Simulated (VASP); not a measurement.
A run of VASP 6.6.1 is set up as follows.

The input INCAR:

```
PREC = Accurate
ENCUT = 520
EDIFF = 1E-7
ISMEAR = -1
SIGMA = 0.02
LREAL = F
LASPH = T
NELM = 100
ALGO = Normal
ISIF = 2
LWAVE = F
LCHARG = F
GGA = PE
NBANDS = 14
```

File KPOINTS:

```
regular mesh
0
Gamma
  8 8 8
```

POSCAR

```
NaI
1.0
    0.0000000000      3.2625704919      3.2625704919
    3.2625704919      0.0000000000      3.2625704919
    3.2625704919      3.2625704919      0.0000000000
Na I
1 1
Direct
    0.0000000000      0.0000000000      0.0000000000
    0.5000000000      0.5000000000      0.5000000000
```

Potentials or basis: VASP PAW PBE potentials, release 64 (Na_pv, I).

Launch:

```console
$ cat potpaw_PBE.64/Na_pv/POTCAR potpaw_PBE.64/I/POTCAR > POTCAR
$ mpirun -np 1 vasp_std > vasp.out
```

Q: Predict the pressure.

A: 0.0 GPa.

Q: What does it give for the band gap on the k mesh?

A: 3.58 eV, direct.

Caveat: the cell differs from its parent crystal (strain +1.0%); spin-orbit coupling is left out, which moves the levels of the heavy elements.
